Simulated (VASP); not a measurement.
Crystal: Ge4S.

```xyz
5
Lattice="1.9900 1.1489 8.4333 -1.9900 1.1489 8.4333 0.0000 -2.2979 8.4333" Properties=species:S:1:pos:R:3 pbc="T T T"
Ge    0.0000    0.0000   23.1040
Ge    0.0000    0.0000    2.1960
Ge    0.0000    0.0000   11.4179
Ge    0.0000    0.0000   13.8821
S     0.0000    0.0000    0.0000
```

| Item | Value |
| --- | --- |
| Program | VASP 6.6.1 |
| Task | relaxation of cell and atoms |
| Functional | PBE |
| Potentials or basis | VASP PAW PBE potentials, release 64 (Ge_d, S) |
| Cutoff | 600 eV |
| k mesh | 5 × 5 × 5 |
| Occupations | gaussian, width 0.2 eV |
| Spin | no spin polarisation |

At the start: pressure 5.7 GPa; volume 23.14 Å³/atom.

Task: Where does the relaxation end?

Result: Over 8 steps the energy falls by 43.5 meV/atom and the volume is 25.88 Å³/atom (+11.9 %); space group R-3m (No. 166, to 0.1 Å) before and after.

The path:
```csv
step,energy change (eV),largest force (eV/Å),pressure (GPa),volume (Å³)
1,0.0000,0.3382,5.72,115.69
2,-0.1935,0.1913,-0.84,130.09
3,-0.1993,0.1646,-0.13,127.76
4,-0.2102,0.2369,0.23,128.43
5,-0.2120,0.1399,0.11,128.25
6,-0.2149,0.0988,0.09,128.62
7,-0.2169,0.0812,-0.24,129.74
8,-0.2173,0.0567,-0.12,129.40
```

Final structure:
```cif
data_structure
_symmetry_space_group_name_H-M 'P 1'
_symmetry_Int_Tables_number 1
_cell_length_a 8.8968
_cell_length_b 8.8968
_cell_length_c 8.8968
_cell_angle_alpha 27.154
_cell_angle_beta 27.154
_cell_angle_gamma 27.154
_cell_volume 129.40
loop_
_atom_site_label
_atom_site_type_symbol
_atom_site_fract_x
_atom_site_fract_y
_atom_site_fract_z
_atom_site_occupancy
Ge1 Ge 0.91285 0.91285 0.91285 1
Ge2 Ge 0.08715 0.08715 0.08715 1
Ge3 Ge 0.45121 0.45121 0.45121 1
Ge4 Ge 0.54879 0.54879 0.54879 1
S1 S 0.00000 0.00000 0.00000 1
```

Caveat: the k points lie up to 0.35 Å⁻¹ apart in the final cell; the relaxation stopped at a loose force limit of 0.08 eV/Å, so its end isn't a converged minimum.
